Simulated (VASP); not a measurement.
# CoO (Fm-3m) in VASP: further runs

CoO is run at these levels: PBE; tasks: single point.

All numbers are computed with VASP 6.6.1; they aren't measurements. Logs are shortened: lines on timing, memory, paths and dates and some standing lists are left out, and cuts for length are marked.

## (1) The cell of the first run

Symmetry: Fm-3m, No. 225, cubic system. Conventional cell: a = 4.249 Å, b = 4.249 Å, c = 4.249 Å, α = 90.00°, β = 90.00°, γ = 90.00°. Co (site symmetry m-3m) has 6 O at 2.12 Å within 2.8 Å. Within 2.8 Å of O (site symmetry m-3m) lie 6 Co at 2.12 Å.

## (2) Single point, PBE

Contents of INCAR:

```
PREC = Accurate
ENCUT = 520
EDIFF = 1E-6
ISMEAR = 0
SIGMA = 0.05
LREAL = F
LASPH = T
NELM = 100
ALGO = Normal
ISIF = 2
LWAVE = F
LCHARG = F
GGA = PE
NBANDS = 14
```

Contents of KPOINTS:

```
regular mesh
0
Gamma
  14 14 14
```

Contents of POSCAR:

```
CoO
1.0
    0.0000000000      2.1245315473      2.1245315473
    2.1245315473      0.0000000000      2.1245315473
    2.1245315473      2.1245315473      0.0000000000
Co O
1 1
Direct
    0.0000000000      0.0000000000      0.0000000000
    0.5000000000      0.5000000000      0.5000000000
```

Potentials or basis: VASP PAW PBE potentials, release 64 (Co, O).

Started as:

```
> cat potpaw_PBE.64/Co/POTCAR potpaw_PBE.64/O/POTCAR > POTCAR
> mpirun -np 1 vasp_std > vasp.out
```

OUTCAR:

```text
PREC = Accurate
   ENCUT = 520
   EDIFF = 1E-6
   ISMEAR = 0
   LREAL = F
   LASPH = T
   NELM = 100
   ISIF = 2
   GGA = PE

 ion  position               nearest neighbor table
   1  0.000  0.000  0.000-   2 2.12   2 2.12   2 2.12   2 2.12   2 2.12   2 2.12
   2  0.500  0.500  0.500-   1 2.12   1 2.12   1 2.12   1 2.12   1 2.12   1 2.12

  LATTYP: Found a face centered cubic cell.
 ALAT       =     4.2490630946

  Lattice vectors:

 A1 = (   0.0000000000,   2.1245315473,   2.1245315473)
 A2 = (   2.1245315473,   0.0000000000,   2.1245315473)
 A3 = (   2.1245315473,   2.1245315473,   0.0000000000)

Analysis of symmetry for initial positions (statically):
=====================================================================
 Subroutine PRICEL returns:
 Original cell was already a primitive cell.

 Routine SETGRP: Setting up the symmetry group for a
 face centered cubic supercell.

 Subroutine GETGRP returns: Found 48 space group operations
 (whereof 48 operations were pure point group operations)
 out of a pool of 48 trial point group operations.

The static configuration has the point symmetry O_h .

Analysis of symmetry for dynamics (positions and initial velocities):
=====================================================================
 Subroutine PRICEL returns:
 Original cell was already a primitive cell.

 Routine SETGRP: Setting up the symmetry group for a
 face centered cubic supercell.

 Subroutine GETGRP returns: Found 48 space group operations
 (whereof 48 operations were pure point group operations)
 out of a pool of 48 trial point group operations.

The dynamic configuration has the point symmetry O_h .

 Subroutine INISYM returns: Found 48 space group operations
 (whereof 48 operations are pure point group operations),
 and found     1 'primitive' translations

----------------------------------------------------------------------------------------

                                     Primitive cell

  volume of cell :      19.1787

  direct lattice vectors                    reciprocal lattice vectors
     0.000000000  2.124531547  2.124531547    -0.235345999  0.235345999  0.235345999
     2.124531547  0.000000000  2.124531547     0.235345999 -0.235345999  0.235345999
     2.124531547  2.124531547  0.000000000     0.235345999  0.235345999 -0.235345999

  length of vectors
     3.004541328  3.004541328  3.004541328     0.407631228  0.407631228  0.407631228

  position of ions in fractional coordinates (direct lattice)
     0.000000000  0.000000000  0.000000000
     0.500000000  0.500000000  0.500000000

  ion indices of the primitive-cell ions
   primitive index   ion index
                 1           1
                 2           2

----------------------------------------------------------------------------------------

 KPOINTS: regular mesh

Automatic generation of k-mesh.
 Grid dimensions read from file:
 generate k-points for:   14   14   14

 Generating k-lattice:

  Cartesian coordinates                     Fractional coordinates (reciprocal lattice)
    -0.016810429  0.016810429  0.016810429     0.071428571  0.000000000  0.000000000
     0.016810429 -0.016810429  0.016810429     0.000000000  0.071428571  0.000000000
     0.016810429  0.016810429 -0.016810429     0.000000000  0.000000000  0.071428571

  Length of vectors
     0.029116516  0.029116516  0.029116516

  Shift w.r.t. Gamma in fractional coordinates (k-lattice)
     0.000000000  0.000000000  0.000000000

 Subroutine IBZKPT returns following result:
 ===========================================

 Found    104 irreducible k-points:

 Following reciprocal coordinates:
            Coordinates               Weight
  0.000000  0.000000  0.000000      1.000000
  0.071429  0.000000  0.000000      8.000000
  0.142857  0.000000  0.000000      8.000000
  0.214286  0.000000  0.000000      8.000000
  0.285714  0.000000  0.000000      8.000000
  0.357143  0.000000  0.000000      8.000000
[... 16 lines left out ...]
  0.214286  0.142857  0.000000     24.000000
  0.285714  0.142857  0.000000     24.000000
 [... further k-points ...]
   k-points           NKPTS =    104   k-points in BZ     NKDIM =    104   number of bands    NBANDS=     14
   number of dos      NEDOS =    301   number of ions     NIONS =      2
   total plane-waves  NPLWV =  13824
   dimension x,y,z NGX =    24 NGY =   24 NGZ =   24
   dimension x,y,z NGXF=    48 NGYF=   48 NGZF=   48
   ions per type =               1   1
   NGX,Y,Z   is equivalent  to a cutoff of  13.28, 13.28, 13.28 a.u.
   NGXF,Y,Z  is equivalent  to a cutoff of  26.56, 26.56, 26.56 a.u.
 SYSTEM =  unknown system
   PREC   = accura    normal or accurate (medium, high low for compatibility)
   ISTART =      0    job   : 0-new  1-cont  2-samecut
   ICHARG =      2    charge: 1-file 2-atom 10-const
   ISPIN  =      1    spin polarized calculation?
   LNONCOLLINEAR =      F non collinear calculations
   LSORBIT =      F    spin-orbit coupling
   LASPH  =      T    aspherical Exc in radial PAW
   ENCUT  =  520.0 eV  38.22 Ry    6.18 a.u.   5.59  5.59  5.59*2*pi/ulx,y,z
   NELM   =    100;   NELMIN=  2; NELMDL= -5     # of ELM steps
   EDIFF  = 0.1E-05   stopping-criterion for ELM
   LREAL  =      F    real-space projection
   EDIFFG = 0.1E-04   stopping-criterion for IOM
   NSW    =      0    number of steps for IOM
   IBRION =     -1    ionic relax: 0-MD 1-quasi-New 2-CG
   NFREE  =      0    steps in history (QN), initial steepest desc. (CG)
   ISIF   =      2    stress and relaxation
   ISYM   =      2    0-nonsym 1-usesym 2-fastsym
   POTIM  = 0.5000    time-step for ionic-motion
   TEBEG  =    0.0;   TEEND  =   0.0 temperature during run
   PSTRESS=    0.0 pullay stress
   NELECT =      15.0000    total number of electrons
   NUPDOWN=      -1.0000    fix difference up-down
   EMIN   =  10.00;   EMAX   =-10.00  energy-range for DOS
   EFERMI =   0.00;   METHOD = LEGACY
   ISMEAR =     0;   SIGMA  =   0.05  broadening in eV -4-tet -1-fermi 0-gaus
   EFERMI_NEDOS =   21; number of points for ismear=-14 and -15
   IALGO  =     38    algorithm
   IMIX   =      4    mixing-type and parameters
     AMIX     =   0.40;   BMIX     =  1.00
     AMIX_MAG =   1.60;   BMIX_MAG =  1.00
  volume/ion in A,a.u.               =       9.59        64.71
  Fermi-wavevector in a.u.,A,eV,Ry     =   1.508338  2.850346 30.954399  2.275084
  Thomas-Fermi vector in A             =   2.618806
   LORBIT       =      0    0 simple, 1 ext, 2 COOP (PROOUT), +10 PAW based schemes
   GGA     = PE    functional components
   LHFCALC =     F    Hartree Fock is set to
   AEXX    =    0.0000 exact exchange contribution
   IVDW    =     0    specifies the selected vdW correction
   LEPSILON=     F    determine dielectric tensor
   LRPA    =     F    only Hartree local field effects (RPA)
 non-spin polarized calculation
 Gauss-broadening in eV      SIGMA  =   0.05
  energy-cutoff  :      520.00
  volume of cell :       19.18
 maximum number of plane-waves:       533
   NGX = 11   NGY = 11   NGZ = 11

 number of electron      15.0000006 magnetization

 Free energy of the ion-electron system (eV)
  ---------------------------------------------------
  ext. energy  EPLUGINS =         0.00000000
  ---------------------------------------------------
  free energy    TOTEN  =       -12.59662137 eV

  energy without entropy =      -12.59317497  energy(sigma->0) =      -12.59489817

 E-fermi :   7.8288     XC(G=0): -12.4619

 val. band max:        7.8191794148   @ k =   0.2143   0.2143   0.0000
 cond. band min:       7.8293353341   @ k =  -0.2857   0.2857   0.0000
 fundamental gap:      0.0101559193
 Fermi energy:         7.8288097305

 k-point     1 :       0.0000    0.0000    0.0000
  band No.  band energies     occupation
      1     -12.5602      2.00000
      2       4.4791      2.00000
      3       4.4791      2.00000
      4       4.4791      2.00000
      5       6.4446      2.00000
      6       6.4446      2.00000
      7       6.4447      2.00000
      8       6.8196      2.00000
      9       6.8196      2.00000
     10       9.1913      0.00000
     11      24.9147      0.00000
     12      26.5518      0.00000
     13      26.5518      0.00000
     14      26.5518      0.00000

 k-point     2 :       0.0714    0.0000    0.0000
  band No.  band energies     occupation
      1     -12.5089      2.00000
      2       4.0802      2.00000
      3       4.2881      2.00000
      4       4.2881      2.00000
      5       6.4994      2.00000
      6       6.4994      2.00000
      7       6.5345      2.00000
      8       7.0206      2.00000
      9       7.0206      2.00000
     10       9.5334      0.00000
     11      23.9144      0.00000
     12      26.3862      0.00000
     13      26.3862      0.00000
     14      27.0323      0.00000

 k-point     3 :       0.1429    0.0000    0.0000
  band No.  band energies     occupation
      1     -12.3617      2.00000
      2       3.2020      2.00000
      3       3.8700      2.00000
      4       3.8700      2.00000
      5       6.6238      2.00000
      6       6.6238      2.00000
      7       6.6947      2.00000
      8       7.4989      2.00000
      9       7.4990      2.00000
     10      10.3513      0.00000
     11      22.2638      0.00000
     12      25.7380      0.00000
     13      25.7380      0.00000
     14      27.4745      0.00000

 k-point     4 :       0.2143    0.0000    0.0000
  band No.  band energies     occupation
      1     -12.1392      2.00000
      2       2.2073      2.00000
      3       3.4148      2.00000
      4       3.4148      2.00000
      5       6.7945      2.00000
      6       6.7945      2.00000
      7       6.8802      2.00000
      8       8.0593      0.00000
      9       8.0594      0.00000
     10      11.3193      0.00000
     11      20.6329      0.00000
     12      24.6720      0.00000
     13      24.6720      0.00000
     14      27.7914      0.00000

 k-point     5 :       0.2857    0.0000    0.0000
  band No.  band energies     occupation
      1     -11.8769      2.00000
      2       1.2755      2.00000
      3       3.0123      2.00000
      4       3.0123      2.00000
      5       6.9867      2.00000
      6       6.9868      2.00000
      7       7.1023      2.00000
      8       8.5902      0.00000
      9       8.5903      0.00000
     10      12.2077      0.00000
     11      19.2338      0.00000
[... 276 lines left out ...]
 k-point    22 :       0.1429    0.1429    0.0000
  band No.  band energies     occupation
      1     -12.3043      2.00000
      2       2.7396      2.00000
      3       4.0378      2.00000
      4       4.0379      2.00000
      5       6.2366      2.00000
      6       6.8981      2.00000
      7       6.9734      2.00000
      8       6.9734      2.00000
      9       7.5776      2.00000
     10      10.9101      0.00000
     11      22.6667      0.00000
     12      25.0171      0.00000
     13      25.0171      0.00000
     14      25.1575      0.00000

 k-point    23 :       0.2143    0.1429    0.0000
  band No.  band energies     occupation
      1     -12.1490      2.00000
      2       2.1763      2.00000
      3       3.7054      2.00000
      4       3.7850      2.00000
      5       6.2302      2.00000
      6       6.9578      2.00000
      7       7.1373      2.00000
      8       7.2870      2.00000
      9       7.8679      0.26936
     10      11.7034      0.00000
     11      21.6805      0.00000
     12      23.4564      0.00000
     13      24.5184      0.00000
     14      25.4197      0.00000

 k-point    24 :       0.2857    0.1429    0.0000
  band No.  band energies     occupation
      1     -11.9370      2.00000
      2       1.5783      2.00000
      3       3.2010      2.00000
      4       3.4260      2.00000
      5       6.3573      2.00000
      6       7.1089      2.00000
      7       7.2878      2.00000
      8       7.7013      1.99969
      9       8.2988      0.00000
     10      12.5465      0.00000
     11      20.2589      0.00000
     12      22.2803      0.00000
     13      23.8983      0.00000
     14      26.1964      0.00000

 [... further k-points ...]

------------------------ aborting loop because EDIFF is reached ----------------------------------------

  FORCE on cell =-STRESS in cart. coord.  units (eV):
  Direction    XX          YY          ZZ          XY          YZ          ZX
  --------------------------------------------------------------------------------------
  -------------------------------------------------------------------------------------
  Total       -2.2570862     -2.2570862     -2.2570862      0.0000000     -0.0000000      0.0000000
  in kB     -188.5554850   -188.5554850   -188.5554850      0.0000000     -0.0000000      0.0000000
  external PRESSURE =    -188.5554850 kB  Pullay stress =       0.0000000 kB

 VOLUME and BASIS-vectors are now :
 -----------------------------------------------------------------------------
  energy-cutoff  :      520.00
  volume of cell :       19.18
      direct lattice vectors                 reciprocal lattice vectors
     0.000000000  2.124531547  2.124531547    -0.235345999  0.235345999  0.235345999
     2.124531547  0.000000000  2.124531547     0.235345999 -0.235345999  0.235345999
     2.124531547  2.124531547  0.000000000     0.235345999  0.235345999 -0.235345999

 POSITION                                       TOTAL-FORCE (eV/Angst)
 -----------------------------------------------------------------------------------
      0.00000      0.00000      0.00000         0.000000      0.000000      0.000000
      2.12453      2.12453      2.12453         0.000000      0.000000      0.000000
 -----------------------------------------------------------------------------------
    total drift:                                0.000000     -0.000000     -0.000000

  FREE ENERGIE OF THE ION-ELECTRON SYSTEM (eV)
  ---------------------------------------------------
  free  energy   TOTEN  =       -12.5966213747 eV

  energy  without entropy=      -12.5931749705  energy(sigma->0) =      -12.59489817
```

Wall time 12 s (1 thread of Intel Xeon 6975P-C (Granite Rapids), shared host); peak memory 0.15 GiB.

What came out:

- Free energy: -12.5966 eV
- Pressure: -18.9 GPa

Levels at points of the mesh, in eV from the Fermi level:
```csv
k point,band 4,band 5,band 6,band 7,band 8,band 9,band 10,band 11,band 12,band 13
"(0.00, 0.00, 0.00)",-3.35,-1.38,-1.38,-1.38,-1.01,-1.01,1.36,17.09,18.72,18.72
"(0.50, 0.00, 0.00)",-5.38,-0.49,-0.49,-0.21,1.58,1.58,5.39,9.70,14.00,14.00
"(0.50, 0.50, 0.00)",-4.50,-2.44,-0.58,-0.20,-0.20,-0.14,6.60,9.96,12.41,16.21
```

Caveat: an odd number of electrons without spin polarisation forces a metal; a magnetic or distorted state may lie lower; the run has no spin polarisation, though such a crystal can be magnetic; semilocal functionals often make such compounds metallic where correlation or magnetic order opens a gap, which also shifts bond lengths. Spin polarisation is off, so any magnetic state and its effect on volume and gap are missing.

## (3) Single point, PBE, collinear spin, ferromagnetic start

Contents of INCAR:

```
SYSTEM = CoO
PREC = Accurate
ENCUT = 520
EDIFF = 1E-6
ISMEAR = 0
SIGMA = 0.05
LREAL = .FALSE.
LASPH = .TRUE.
NELM = 150
ALGO = Normal
ISIF = 2
LWAVE = .FALSE.
LCHARG = .FALSE.
ISPIN = 2
MAGMOM = 2.77 0
LORBIT = 11
LMAXMIX = 4
GGA = PE
NBANDS = 18
```

Contents of KPOINTS:

```
Automatic mesh
0
G
  14 14 14
  0 0 0
```

Contents of POSCAR:

```
CoO
1.0
    0.0000000000      2.1235103468      2.1235103468
    2.1235103468      0.0000000000      2.1235103468
    2.1235103468      2.1235103468      0.0000000000
Co O
1 1
Direct
    0.0000000000      0.0000000000      0.0000000000
    0.5000000000      0.5000000000      0.5000000000
```

Potentials or basis: VASP PAW PBE potentials, release 64 (Co, O).

Started as:

```
> cat potpaw_PBE.64/Co/POTCAR potpaw_PBE.64/O/POTCAR > POTCAR
> mpirun -np 1 vasp_std > vasp.out
```

It took 33 s on 1 thread of Intel Xeon 6975P-C (Granite Rapids), shared host; peak memory 0.19 GiB.

The run converged. Its results:

```yaml
Free_energy: -13.0488 eV
Pressure: -0.3 GPa
Net_moment: 2.92 μB per cell
Site_moments: Co +2.56; O +0.30 μB
Valence_electrons_inside_the_program's_atomic_spheres: Co 7.81; O 4.98
```

Levels at points of the mesh, in eV from the Fermi level:
Spin up:
```
           k point  band 7  band 8  band 9  band 10  band 11  band 12
(0.00, 0.00, 0.00)   -3.09   -3.09   -3.09     1.05    16.89    18.21
(0.50, 0.00, 0.00)   -1.81    0.12    0.12     5.09     9.43    13.50
(0.50, 0.50, 0.00)   -2.41   -2.08   -2.08     5.93     9.88    11.72
```
Spin down:
| k point | band 2 | band 3 | band 4 | band 5 | band 6 | band 7 | band 8 | band 9 | band 10 | band 11 |
| --- | --- | --- | --- | --- | --- | --- | --- | --- | --- | --- |
| (0.00, 0.00, 0.00) | -2.58 | -2.58 | -2.58 | -1.12 | -1.12 | -1.12 | 0.05 | 0.05 | 1.59 | 16.80 |
| (0.50, 0.00, 0.00) | -7.64 | -4.67 | -4.67 | -0.13 | -0.13 | 0.18 | 2.72 | 2.72 | 5.38 | 10.22 |
| (0.50, 0.50, 0.00) | -6.44 | -3.84 | -3.84 | -2.26 | 0.12 | 0.12 | 0.53 | 1.00 | 6.78 | 10.35 |

Caveat: a cell with one magnetic atom can't hold antiferromagnetic order, which such compounds often take; semilocal functionals often make such compounds metallic where correlation or magnetic order opens a gap, which also shifts bond lengths. With open d or f shells a metallic result of PBE can be an artefact of self-interaction; +U or a hybrid may open a gap.

## (4) Single point, PBE, collinear spin, ferromagnetic start

Contents of INCAR:

```
SYSTEM = CoO
PREC = Accurate
ENCUT = 520
EDIFF = 1E-7
ISMEAR = 0
SIGMA = 0.05
LREAL = .False.
LASPH = .True.
NELM = 150
ALGO = Normal
ISIF = 2
LWAVE = .False.
LCHARG = .False.
ISPIN = 2
MAGMOM = 2.76 0
LORBIT = 11
LMAXMIX = 4
GGA = PE
NBANDS = 18
```

Contents of KPOINTS:

```
Automatic mesh
0
Gamma
  14 14 14
  0 0 0
```

Contents of POSCAR:

```
CoO
1.0
    0.0000000000      2.1245315473      2.1245315473
    2.1245315473      0.0000000000      2.1245315473
    2.1245315473      2.1245315473      0.0000000000
Co O
1 1
Direct
    0.0000000000      0.0000000000      0.0000000000
    0.5000000000      0.5000000000      0.5000000000
```

Started as:

```
> cat potpaw_PBE.64/Co/POTCAR potpaw_PBE.64/O/POTCAR > POTCAR
> mpirun -np 1 vasp_std > vasp.out
```

It took 33 s on 1 thread of Intel Xeon 6975P-C (Granite Rapids), shared host; peak memory 0.19 GiB.

Results (log left out):

| Quantity | Value |
| --- | --- |
| Free energy | -13.0487 eV |
| Pressure | -0.6 GPa |
| Net moment | 2.92 μB per cell |
| Site moments | Co +2.57; O +0.30 μB |
| Valence electrons inside the program's atomic spheres | Co 7.80; O 4.98 |

Levels at points of the mesh, in eV from the Fermi level:
Spin up:
```
           k point  band 6  band 7  band 8  band 9  band 10  band 11  band 12  band 13
(0.00, 0.00, 0.00)   -3.14   -3.09   -3.09   -3.09     1.04    16.89    18.19    18.19
(0.50, 0.00, 0.00)   -2.37   -1.81    0.12    0.12     5.09     9.41    13.49    13.49
(0.50, 0.50, 0.00)   -2.93   -2.42   -2.08   -2.08     5.92     9.87    11.71    15.84
```
Spin down:
| k point | band 3 | band 4 | band 5 | band 6 | band 7 | band 8 | band 9 | band 10 |
| --- | --- | --- | --- | --- | --- | --- | --- | --- |
| (0.00, 0.00, 0.00) | -2.57 | -2.57 | -1.12 | -1.12 | -1.12 | 0.05 | 0.05 | 1.58 |
| (0.50, 0.00, 0.00) | -4.66 | -4.66 | -0.13 | -0.13 | 0.18 | 2.72 | 2.72 | 5.37 |
| (0.50, 0.50, 0.00) | -3.83 | -3.83 | -2.25 | 0.12 | 0.12 | 0.53 | 1.00 | 6.77 |

Caveat: a cell with one magnetic atom can't hold antiferromagnetic order, which such compounds often take; semilocal functionals often make such compounds metallic where correlation or magnetic order opens a gap, which also shifts bond lengths. With open d or f shells a metallic result of PBE can be an artefact of self-interaction; +U or a hybrid may open a gap.

(Continued in part 2 of 2.)
